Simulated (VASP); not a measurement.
Set up this calculation in VASP 6.6.1, as the native input.

```
Task                   : electric field gradients
Functional             : PBE
Potentials or basis    : VASP PAW PBE potentials, release 64 (Li_sv, H)
Cutoff                 : 520 eV
k mesh                 : 13 × 13 × 13
Occupations            : fermi-dirac, width 0.05 eV
Spin                   : no spin polarisation
Dipole correction      : no
Further INCAR settings : ALGO = Normal; EDIFF = 1e-08; NBANDS = 9
```

The structure of LiH (zincblende type) lies in POSCAR:

```
LiH
1.0
    0.0000000000      2.1448522242      2.1448522242
    2.1448522242      0.0000000000      2.1448522242
    2.1448522242      2.1448522242      0.0000000000
Li H
1 1
Direct
    0.0000000000      0.0000000000      0.0000000000
    0.2383441853      0.2616558147      0.2616558147
```

This cell differs from its parent crystal: atom 2 (H) moved by [0.05, 0.0, 0.0] A.

These files were run (other wordings do the same):

INCAR

```
SYSTEM = LiH
ALGO     = Normal         ! electronic algorithm
EDIFF    = 1E-8           ! SCF threshold, eV
ENCUT    = 520            ! plane-wave cutoff, eV
GGA      = PE             ! functional
ISIF     = 2              ! what is computed and relaxed
ISMEAR   = -1             ! smearing method
LASPH    = .True.         ! aspherical terms in the spheres
LCHARG   = .False.        ! write CHGCAR
LEFG     = .True.       
LREAL    = .False.        ! projectors in reciprocal space
LWAVE    = .False.        ! write WAVECAR
NBANDS   = 9              ! bands
NELM     = 100            ! most SCF steps
PREC     = Accurate       ! precision mode
SIGMA    = 0.05           ! smearing width, eV
```

KPOINTS

```
k-points
0
Gamma
  13 13 13
  0 0 0
```

Potentials or basis: VASP PAW PBE potentials, release 64 (Li_sv, H).

Launch:

```sh
$ cat potpaw_PBE.64/Li_sv/POTCAR potpaw_PBE.64/H/POTCAR > POTCAR
$ mpirun -np 1 vasp_std > vasp.out
```

Results of the run:

The largest force is 0.113 eV/Å. The band gap on the k mesh is 4.22 eV (least direct gap 5.14 eV). The largest electric field gradient by atom is Li -0.2; H +0.5 V/Å².

Caveat: the cell differs from its parent crystal (atom 2 (H) moved by [0.05, 0.0, 0.0] A); without QUAD_EFG the Cq values of the log hold for a quadrupole moment of 1 mb, not for the nuclei.

Run time: 23 s on 1 thread of Intel(R) Xeon(R) Platinum 8488C (Sapphire Rapids), on a shared host, peak memory 0.17 GiB.
